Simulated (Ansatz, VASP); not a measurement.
# Ca: VASP beside Ansatz

INCAR

```
SYSTEM = Ca
ALGO     = Normal         ! electronic algorithm
EDIFF    = 1E-7           ! SCF threshold, eV
EDIFFG   = -0.002         ! ionic threshold
ENCUT    = 600            ! plane-wave cutoff, eV
GGA      = CA             ! functional
IBRION   = 2              ! ionic algorithm
ISIF     = 3              ! what is computed and relaxed
ISMEAR   = 0              ! smearing method
LASPH    = .True.         ! aspherical terms in the spheres
LCHARG   = .False.        ! write CHGCAR
LREAL    = .False.        ! projectors in reciprocal space
LWAVE    = .False.        ! write WAVECAR
NELM     = 60             ! most SCF steps
NSW      = 100            ! ionic steps
PREC     = Accurate       ! precision mode
SIGMA    = 0.1            ! smearing width, eV
```

The input KPOINTS:

```
k-points
0
Gamma
  20 20 20
  0 0 0
```

POSCAR

```
Ca
1.0
    0.0000000000      2.6679273193      2.6679273193
    2.6679273193      0.0000000000      2.6679273193
    2.6679273193      2.6679273193      0.0000000000
Ca
1
Direct
    0.0000000000      0.0000000000      0.0000000000
```

Input for Ansatz:

```yaml
crystal:
  lattice:
    - [0.0, 2.6679273193, 2.6679273193]
    - [2.6679273193, 0.0, 2.6679273193]
    - [2.6679273193, 2.6679273193, 0.0]
  atoms:
    - { symbol: Ca, position: [0.0, 0.0, 0.0] }
basis:
  ecutwfc: 420
kpoints:
  mp_grid: { grid: [20, 20, 20] }
hamiltonian:
  xc: lda
  pseudopotentials: { kind: paw, azcp: { folder: soft_1 } }
scf:
  occupations: { method: gaussian, width: 0.1 }
output:
  forces: true
  stress: true
  eigenvalues: true
  write_density: true
  write_potential: true
  elf: true
  volumetric_format: npy
relax:
  adjacent_minimum: "off"
  f_tol: 0.002
  max_steps: 80
  cell: { stress_tol: 0.02 }
```

Alike in both runs: task relaxation of cell and atoms; functional LDA; k mesh 20 × 20 × 20; occupations gaussian, width 0.1 eV; no spin polarisation.

```csv
,VASP,Ansatz
version,VASP 6.6.1,Ansatz 0.2.0
potentials or method,"VASP PAW LDA potentials, release 64 (Ca_sv), cutoff 600 eV","scalar-relativistic, plane waves, PAW"
valence electrons in the cell,10,10
```

|  | VASP | Ansatz | Ansatz less VASP |
| --- | --- | --- | --- |
| gap on the k mesh at the Fermi level, each at its own relaxed structure (eV) | none | none | - |
| relaxed volume (Å³/atom) | 38.04 | 37.98 | -0.057 |
| relaxed cell length with the largest relative difference (Å) | 3.775 | 3.773 | -0.0019 |

Ansatz warns that its potentials were made for another functional, while VASP's fit it. LDA's correlation is that of Perdew and Zunger in VASP and of Perdew and Wang (1992) in Ansatz. A gap of «none» marks a metal or a gap that the smearing closes.
